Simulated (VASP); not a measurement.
# LaPb3 (Pm-3m) in VASP: further runs

LaPb3 is run at these levels: LDA; tasks: single point.

Program: VASP 6.6.1. These are calculated values, not measurements. Logs are shortened: lines on timing, memory, paths and dates and some standing lists are left out, and cuts for length are marked.

### 1 The cell of the first run

Symmetry: Pm-3m, No. 221, cubic system. Conventional cell: a = 4.893 Å, b = 4.893 Å, c = 4.893 Å, α = 90.00°, β = 90.00°, γ = 90.00°. Within 4.5 Å of La (site symmetry m-3m) lie 12 Pb at 3.46 Å. Pb (site symmetry 4/mmm) has 4 La at 3.46 Å and 8 Pb at 3.46 Å within 4.5 Å.

### 2 Single point, LDA

Contents of INCAR:

```
SYSTEM = LaPb3
ALGO = Normal
EDIFF = 1E-7
ENCUT = 520
GGA = CA
ISIF = 2
ISMEAR = 0
LASPH = .True.
LCHARG = .False.
LREAL = .False.
LWAVE = .False.
NBANDS = 34
NELM = 80
PREC = Accurate
SIGMA = 0.25
```

Contents of KPOINTS:

```
k-points
0
Gamma
  5 5 5
  0 0 0
```

Contents of POSCAR:

```
LaPb3
1.0
    4.8930000000      0.0000000000      0.0000000000
    0.0000000000      4.8930000000      0.0000000000
    0.0000000000      0.0000000000      4.8930000000
La Pb
1 3
Direct
    0.0000000000      0.0000000000      0.0000000000
    0.0000000000      0.5000000000      0.5000000000
    0.5000000000      0.0000000000      0.5000000000
    0.5000000000      0.5000000000      0.0000000000
```

Potentials or basis: VASP PAW LDA potentials, release 64 (La, Pb_d).

Started as:

```
$ cat potpaw_LDA.64/La/POTCAR potpaw_LDA.64/Pb_d/POTCAR > POTCAR
$ mpirun -np 1 vasp_std > vasp.out
```

OUTCAR:

```text
SYSTEM = LaPb3
   EDIFF = 1E-7
   ENCUT = 520
   GGA = CA
   ISIF = 2
   ISMEAR = 0
   LASPH = .True.
   LREAL = .False.
   NELM = 80
   PREC = Accurate

 ion  position               nearest neighbor table
   1  0.000  0.000  0.000-   2 3.46   3 3.46   4 3.46   2 3.46   3 3.46   2 3.46   4 3.46   2 3.46
                             3 3.46   4 3.46   3 3.46   4 3.46
   2  0.000  0.500  0.500-   1 3.46   3 3.46   4 3.46   1 3.46   4 3.46   1 3.46   3 3.46   1 3.46
                             3 3.46   4 3.46   4 3.46   3 3.46
   3  0.500  0.000  0.500-   1 3.46   2 3.46   4 3.46   1 3.46   4 3.46   2 3.46   4 3.46   4 3.46
                             1 3.46   2 3.46   1 3.46   2 3.46
   4  0.500  0.500  0.000-   1 3.46   2 3.46   3 3.46   2 3.46   3 3.46   1 3.46   3 3.46   3 3.46
                             1 3.46   2 3.46   2 3.46   1 3.46

  LATTYP: Found a simple cubic cell.
 ALAT       =     4.8930000000

  Lattice vectors:

 A1 = (   4.8930000000,   0.0000000000,   0.0000000000)
 A2 = (   0.0000000000,   4.8930000000,   0.0000000000)
 A3 = (   0.0000000000,   0.0000000000,   4.8930000000)

Analysis of symmetry for initial positions (statically):
=====================================================================
 Subroutine PRICEL returns:
 Original cell was already a primitive cell.

 Routine SETGRP: Setting up the symmetry group for a
 simple cubic supercell.

 Subroutine GETGRP returns: Found 48 space group operations
 (whereof 48 operations were pure point group operations)
 out of a pool of 48 trial point group operations.

The static configuration has the point symmetry O_h .

Analysis of symmetry for dynamics (positions and initial velocities):
=====================================================================
 Subroutine PRICEL returns:
 Original cell was already a primitive cell.

 Routine SETGRP: Setting up the symmetry group for a
 simple cubic supercell.

 Subroutine GETGRP returns: Found 48 space group operations
 (whereof 48 operations were pure point group operations)
 out of a pool of 48 trial point group operations.

The dynamic configuration has the point symmetry O_h .

 Subroutine INISYM returns: Found 48 space group operations
 (whereof 48 operations are pure point group operations),
 and found     1 'primitive' translations

----------------------------------------------------------------------------------------

                                     Primitive cell

  volume of cell :     117.1455

  direct lattice vectors                    reciprocal lattice vectors
     4.893000000  0.000000000  0.000000000     0.204373595  0.000000000  0.000000000
     0.000000000  4.893000000  0.000000000     0.000000000  0.204373595  0.000000000
     0.000000000  0.000000000  4.893000000     0.000000000  0.000000000  0.204373595

  length of vectors
     4.893000000  4.893000000  4.893000000     0.204373595  0.204373595  0.204373595

  position of ions in fractional coordinates (direct lattice)
     0.000000000  0.000000000  0.000000000
     0.000000000  0.500000000  0.500000000
     0.500000000  0.000000000  0.500000000
     0.500000000  0.500000000  0.000000000

  ion indices of the primitive-cell ions
   primitive index   ion index
                 1           1
                 2           2
                 3           3
                 4           4

----------------------------------------------------------------------------------------

 KPOINTS: k-points

Automatic generation of k-mesh.
 Grid dimensions read from file:
 generate k-points for:    5    5    5

 Generating k-lattice:

  Cartesian coordinates                     Fractional coordinates (reciprocal lattice)
     0.040874719  0.000000000  0.000000000     0.200000000  0.000000000  0.000000000
     0.000000000  0.040874719  0.000000000     0.000000000  0.200000000  0.000000000
     0.000000000  0.000000000  0.040874719     0.000000000  0.000000000  0.200000000

  Length of vectors
     0.040874719  0.040874719  0.040874719

  Shift w.r.t. Gamma in fractional coordinates (k-lattice)
     0.000000000  0.000000000  0.000000000

 Subroutine IBZKPT returns following result:
 ===========================================

 Found     10 irreducible k-points:

 Following reciprocal coordinates:
            Coordinates               Weight
  0.000000  0.000000  0.000000      1.000000
  0.200000  0.000000  0.000000      6.000000
  0.400000  0.000000  0.000000      6.000000
  0.200000  0.200000  0.000000     12.000000
  0.400000  0.200000  0.000000     24.000000
  0.400000  0.400000  0.000000     12.000000
  0.200000  0.200000  0.200000      8.000000
  0.400000  0.200000  0.200000     24.000000
  0.400000  0.400000  0.200000     24.000000
  0.400000  0.400000  0.400000      8.000000
   k-points           NKPTS =     10   k-points in BZ     NKDIM =     10   number of bands    NBANDS=     34
   number of dos      NEDOS =    301   number of ions     NIONS =      4
   total plane-waves  NPLWV =  46656
   dimension x,y,z NGX =    36 NGY =   36 NGZ =   36
   dimension x,y,z NGXF=    72 NGYF=   72 NGZF=   72
   ions per type =               1   3
   NGX,Y,Z   is equivalent  to a cutoff of  12.23, 12.23, 12.23 a.u.
   NGXF,Y,Z  is equivalent  to a cutoff of  24.46, 24.46, 24.46 a.u.
 SYSTEM =  LaPb3
   PREC   = accura    normal or accurate (medium, high low for compatibility)
   ISTART =      0    job   : 0-new  1-cont  2-samecut
   ICHARG =      2    charge: 1-file 2-atom 10-const
   ISPIN  =      1    spin polarized calculation?
   LNONCOLLINEAR =      F non collinear calculations
   LSORBIT =      F    spin-orbit coupling
   LASPH  =      T    aspherical Exc in radial PAW
   ENCUT  =  520.0 eV  38.22 Ry    6.18 a.u.   9.10  9.10  9.10*2*pi/ulx,y,z
   NELM   =     80;   NELMIN=  2; NELMDL= -5     # of ELM steps
   EDIFF  = 0.1E-06   stopping-criterion for ELM
   LREAL  =      F    real-space projection
   EDIFFG = 0.1E-05   stopping-criterion for IOM
   NSW    =      0    number of steps for IOM
   IBRION =     -1    ionic relax: 0-MD 1-quasi-New 2-CG
   NFREE  =      0    steps in history (QN), initial steepest desc. (CG)
   ISIF   =      2    stress and relaxation
   ISYM   =      2    0-nonsym 1-usesym 2-fastsym
   POTIM  = 0.5000    time-step for ionic-motion
   TEBEG  =    0.0;   TEEND  =   0.0 temperature during run
   PSTRESS=    0.0 pullay stress
   NELECT =      53.0000    total number of electrons
   NUPDOWN=      -1.0000    fix difference up-down
   EMIN   =  10.00;   EMAX   =-10.00  energy-range for DOS
   EFERMI =   0.00;   METHOD = LEGACY
   ISMEAR =     0;   SIGMA  =   0.25  broadening in eV -4-tet -1-fermi 0-gaus
   EFERMI_NEDOS =   21; number of points for ismear=-14 and -15
   IALGO  =     38    algorithm
   IMIX   =      4    mixing-type and parameters
     AMIX     =   0.40;   BMIX     =  1.00
     AMIX_MAG =   1.60;   BMIX_MAG =  1.00
  volume/ion in A,a.u.               =      29.29       197.63
  Fermi-wavevector in a.u.,A,eV,Ry     =   1.256777  2.374964 21.490246  1.579489
  Thomas-Fermi vector in A             =   2.390468
   LORBIT       =      0    0 simple, 1 ext, 2 COOP (PROOUT), +10 PAW based schemes
   GGA     = CA    functional components
   LHFCALC =     F    Hartree Fock is set to
   AEXX    =    0.0000 exact exchange contribution
   IVDW    =     0    specifies the selected vdW correction
   LEPSILON=     F    determine dielectric tensor
   LRPA    =     F    only Hartree local field effects (RPA)
 non-spin polarized calculation
 Gauss-broadening in eV      SIGMA  =   0.25
  energy-cutoff  :      520.00
  volume of cell :      117.15
 maximum number of plane-waves:      3174
   NGX = 19   NGY = 19   NGZ = 19

 number of electron      53.0000001 magnetization

 Free energy of the ion-electron system (eV)
  ---------------------------------------------------
  ext. energy  EPLUGINS =         0.00000000
  ---------------------------------------------------
  free energy    TOTEN  =       -20.40194425 eV

  energy without entropy =      -20.36154408  energy(sigma->0) =      -20.38174417

 E-fermi :   8.0312     XC(G=0): -10.6644

 val. band max:        7.9039267191   @ k =   0.2000   0.2000   0.0000
 cond. band min:       8.2497061819   @ k =   0.4000   0.0000   0.0000
 fundamental gap:      0.3457794628
 Fermi energy:         8.0312219115

 k-point     1 :       0.0000    0.0000    0.0000
  band No.  band energies     occupation
      1     -24.6921      2.00000
      2      -8.8343      2.00000
      3      -8.8343      2.00000
      4      -8.8343      2.00000
      5      -8.8164      2.00000
      6      -8.6719      2.00000
[... 26 lines left out ...]
     33       9.9484      0.00000
     34       9.9487      0.00000

 k-point     2 :       0.2000    0.0000    0.0000
  band No.  band energies     occupation
      1     -24.6908      2.00000
      2      -8.8656      2.00000
      3      -8.8485      2.00000
      4      -8.8485      2.00000
      5      -8.8271      2.00000
      6      -8.6994      2.00000
[... 26 lines left out ...]
     33       9.9016      0.00000
     34       9.9679      0.00000

 k-point     3 :       0.4000    0.0000    0.0000
  band No.  band energies     occupation
      1     -24.6888      2.00000
      2      -8.9770      2.00000
      3      -8.9288      2.00000
      4      -8.9288      2.00000
      5      -8.8142      2.00000
      6      -8.6670      2.00000
[... 26 lines left out ...]
     33       9.9282      0.00000
     34       9.9519      0.00000
[... 186 lines left out ...]
 k-point     9 :       0.4000    0.4000    0.2000
  band No.  band energies     occupation
      1     -24.6857      2.00000
      2      -9.0114      2.00000
      3      -8.8331      2.00000
      4      -8.7843      2.00000
      5      -8.7317      2.00000
      6      -8.7075      2.00000
[... 26 lines left out ...]
     33       9.8020      0.00000
     34      10.0835      0.00000

 k-point    10 :       0.4000    0.4000    0.4000
  band No.  band energies     occupation
      1     -24.6847      2.00000
      2      -8.8817      2.00000
      3      -8.7428      2.00000
      4      -8.7176      2.00000
      5      -8.7176      2.00000
      6      -8.6976      2.00000
[... 26 lines left out ...]
     33       9.8689      0.00000
     34      10.7779      0.00000

------------------------ aborting loop because EDIFF is reached ----------------------------------------

  FORCE on cell =-STRESS in cart. coord.  units (eV):
  Direction    XX          YY          ZZ          XY          YZ          ZX
  --------------------------------------------------------------------------------------
  -------------------------------------------------------------------------------------
  Total       -1.4778779     -1.4778779     -1.4778779      0.0000000     -0.0000000      0.0000000
  in kB      -20.2126612    -20.2126612    -20.2126612      0.0000000     -0.0000000      0.0000000
  external PRESSURE =     -20.2126612 kB  Pullay stress =       0.0000000 kB

 VOLUME and BASIS-vectors are now :
 -----------------------------------------------------------------------------
  energy-cutoff  :      520.00
  volume of cell :      117.15
      direct lattice vectors                 reciprocal lattice vectors
     4.893000000  0.000000000  0.000000000     0.204373595  0.000000000  0.000000000
     0.000000000  4.893000000  0.000000000     0.000000000  0.204373595  0.000000000
     0.000000000  0.000000000  4.893000000     0.000000000  0.000000000  0.204373595

 POSITION                                       TOTAL-FORCE (eV/Angst)
 -----------------------------------------------------------------------------------
      0.00000      0.00000      0.00000         0.000000      0.000000      0.000000
      0.00000      2.44650      2.44650         0.000000      0.000000      0.000000
      2.44650      0.00000      2.44650         0.000000      0.000000      0.000000
      2.44650      2.44650      0.00000         0.000000      0.000000      0.000000
 -----------------------------------------------------------------------------------
    total drift:                                0.000000      0.000000      0.000000

  FREE ENERGIE OF THE ION-ELECTRON SYSTEM (eV)
  ---------------------------------------------------
  free  energy   TOTEN  =       -20.4019442509 eV

  energy  without entropy=      -20.3615440792  energy(sigma->0) =      -20.38174417
```

It took 62 s on 1 thread of Intel Xeon 8259CL, shared host; peak memory 0.2 GiB.

What came out:

- Free energy: -20.4019 eV
- Pressure: -2.0 GPa

Caveat: spin-orbit coupling is left out, which moves the levels of the heavy elements.

### 3 Single point, LDA

Contents of INCAR:

```
PREC = Accurate
ENCUT = 520
EDIFF = 1E-6
ISMEAR = 0
SIGMA = 0.15
LREAL = False
LASPH = True
NELM = 80
ALGO = Normal
ISIF = 2
LWAVE = False
LCHARG = True
LELF = True
LVHAR = True
NBANDS = 34
```

Contents of KPOINTS:

```
regular mesh
0
Gamma
  5 5 5
```

POSCAR is that of step 2.

Potentials or basis: VASP PAW LDA potentials, release 64 (La, Pb_d).

Started as:

```
$ cat potpaw_LDA.64/La/POTCAR potpaw_LDA.64/Pb_d/POTCAR > POTCAR
$ mpirun -np 1 vasp_std > vasp.out
```

OUTCAR:

```text
PREC = Accurate
   ENCUT = 520
   EDIFF = 1E-6
   ISMEAR = 0
   LREAL = False
   LASPH = True
   NELM = 80
   ISIF = 2

 ion  position               nearest neighbor table
   1  0.000  0.000  0.000-   2 3.46   3 3.46   4 3.46   2 3.46   3 3.46   2 3.46   4 3.46   2 3.46
                             3 3.46   4 3.46   3 3.46   4 3.46
   2  0.000  0.500  0.500-   1 3.46   3 3.46   4 3.46   1 3.46   4 3.46   1 3.46   3 3.46   1 3.46
                             3 3.46   4 3.46   4 3.46   3 3.46
   3  0.500  0.000  0.500-   1 3.46   2 3.46   4 3.46   1 3.46   4 3.46   2 3.46   4 3.46   4 3.46
                             1 3.46   2 3.46   1 3.46   2 3.46
   4  0.500  0.500  0.000-   1 3.46   2 3.46   3 3.46   2 3.46   3 3.46   1 3.46   3 3.46   3 3.46
                             1 3.46   2 3.46   2 3.46   1 3.46

  LATTYP: Found a simple cubic cell.
 ALAT       =     4.8930000000

  Lattice vectors:

 A1 = (   4.8930000000,   0.0000000000,   0.0000000000)
 A2 = (   0.0000000000,   4.8930000000,   0.0000000000)
 A3 = (   0.0000000000,   0.0000000000,   4.8930000000)

Analysis of symmetry for initial positions (statically):
[... 162 lines left out ...]
 E-fermi :   7.9693     XC(G=0): -10.6645

 val. band max:        7.9015322467   @ k =   0.2000   0.2000   0.0000
 cond. band min:       8.2468747985   @ k =   0.4000   0.0000   0.0000
 fundamental gap:      0.3453425519
 Fermi energy:         7.9692845658

 k-point     1 :       0.0000    0.0000    0.0000
  band No.  band energies     occupation
      1     -24.7009      2.00000
      2      -8.8331      2.00000
      3      -8.8331      2.00000
      4      -8.8331      2.00000
      5      -8.8143      2.00000
      6      -8.6720      2.00000
[... 359 lines left out ...]
     33       9.8550      0.00000
     34      10.7768      0.00000

------------------------ aborting loop because EDIFF is reached ----------------------------------------

  FORCE on cell =-STRESS in cart. coord.  units (eV):
  Direction    XX          YY          ZZ          XY          YZ          ZX
  --------------------------------------------------------------------------------------
  -------------------------------------------------------------------------------------
  Total       -1.4885145     -1.4885145     -1.4885145      0.0000000      0.0000000     -0.0000000
  in kB      -20.3581350    -20.3581350    -20.3581350      0.0000000      0.0000000     -0.0000000
  external PRESSURE =     -20.3581350 kB  Pullay stress =       0.0000000 kB

 VOLUME and BASIS-vectors are now :
 -----------------------------------------------------------------------------
  energy-cutoff  :      520.00
  volume of cell :      117.15
      direct lattice vectors                 reciprocal lattice vectors
     4.893000000  0.000000000  0.000000000     0.204373595  0.000000000  0.000000000
     0.000000000  4.893000000  0.000000000     0.000000000  0.204373595  0.000000000
     0.000000000  0.000000000  4.893000000     0.000000000  0.000000000  0.204373595

 POSITION                                       TOTAL-FORCE (eV/Angst)
 -----------------------------------------------------------------------------------
      0.00000      0.00000      0.00000         0.000000      0.000000      0.000000
      0.00000      2.44650      2.44650         0.000000      0.000000      0.000000
      2.44650      0.00000      2.44650         0.000000      0.000000      0.000000
      2.44650      2.44650      0.00000         0.000000      0.000000      0.000000
 -----------------------------------------------------------------------------------
    total drift:                                0.000000      0.000000      0.000000

  FREE ENERGIE OF THE ION-ELECTRON SYSTEM (eV)
  ---------------------------------------------------
  free  energy   TOTEN  =       -20.3906749178 eV

  energy  without entropy=      -20.3787176390  energy(sigma->0) =      -20.38469628
```

OSZICAR:

```text
N       E                     dE             d eps       ncg     rms          rms(c)
DAV:   1     0.624725189806E+03    0.62473E+03   -0.23070E+04   696   0.218E+03
DAV:   2     0.787098336841E+02   -0.54602E+03   -0.52565E+03   682   0.444E+02
DAV:   3    -0.140550049645E+02   -0.92765E+02   -0.91170E+02   830   0.228E+02
DAV:   4    -0.203790020433E+02   -0.63240E+01   -0.62013E+01  1076   0.643E+01
DAV:   5    -0.207341559772E+02   -0.35515E+00   -0.35408E+00  1272   0.120E+01    0.313E+00
DAV:   6    -0.204326113979E+02    0.30154E+00   -0.17957E+00  1074   0.135E+01    0.191E+00
DAV:   7    -0.204055820621E+02    0.27029E-01   -0.15121E-01  1062   0.341E+00    0.112E+00
DAV:   8    -0.203929629159E+02    0.12619E-01   -0.78619E-02  1092   0.200E+00    0.206E-01
DAV:   9    -0.203907132688E+02    0.22496E-02   -0.14898E-02  1088   0.159E+00    0.897E-02
DAV:  10    -0.203907986122E+02   -0.85343E-04   -0.30001E-03   998   0.464E-01    0.491E-02
DAV:  11    -0.203906685938E+02    0.13002E-03   -0.68701E-04  1230   0.308E-01    0.689E-03
DAV:  12    -0.203906768797E+02   -0.82859E-05   -0.87533E-05   992   0.567E-02    0.716E-03
DAV:  13    -0.203906747986E+02    0.20811E-05   -0.12688E-05   976   0.457E-02    0.242E-03
DAV:  14    -0.203906749178E+02   -0.11921E-06   -0.25188E-06   776   0.121E-02
   1 F= -.20390675E+02 E0= -.20384696E+02  d E =-.119573E-01
```

It took 58 s on 1 thread of Intel Xeon 8259CL, shared host; peak memory 0.2 GiB.

What came out:

```yaml
Free_energy: -20.3907 eV
Pressure: -2.0 GPa
```

Caveat: spin-orbit coupling is left out, which moves the levels of the heavy elements.

### 4 Single point, LDA

Contents of INCAR:

```
SYSTEM = LaPb3
PREC = Accurate
ENCUT = 520
EDIFF = 1E-6
ISMEAR = 0
SIGMA = 0.1
LREAL = .FALSE.
LASPH = .TRUE.
NELM = 60
ALGO = Normal
ISIF = 2
LWAVE = .FALSE.
LCHARG = .FALSE.
NBANDS = 34
```

Contents of KPOINTS:

```
regular mesh
0
G
  5 5 5
  0 0 0
```

POSCAR is that of step 3.

Started as:

```
$ cat potpaw_LDA.64/La/POTCAR potpaw_LDA.64/Pb_d/POTCAR > POTCAR
$ mpirun -np 1 vasp_std > vasp.out
```

It took 69 s on 1 thread of Intel Xeon 8259CL, shared host; peak memory 0.2 GiB.

The run converged. Its results:

```yaml
Free_energy: -20.3870 eV
Pressure: -2.0 GPa
```

Levels at points of the mesh, in eV from the Fermi level:
```csv
k point,band 22,band 23,band 24,band 25,band 26,band 27,band 28,band 29,band 30,band 31
"(0.00, 0.00, 0.00)",-6.64,-2.14,-2.14,-2.14,0.95,0.95,0.95,1.81,1.81,1.88
```

Caveat: spin-orbit coupling is left out, which moves the levels of the heavy elements.

(Continued in part 2 of 2.)
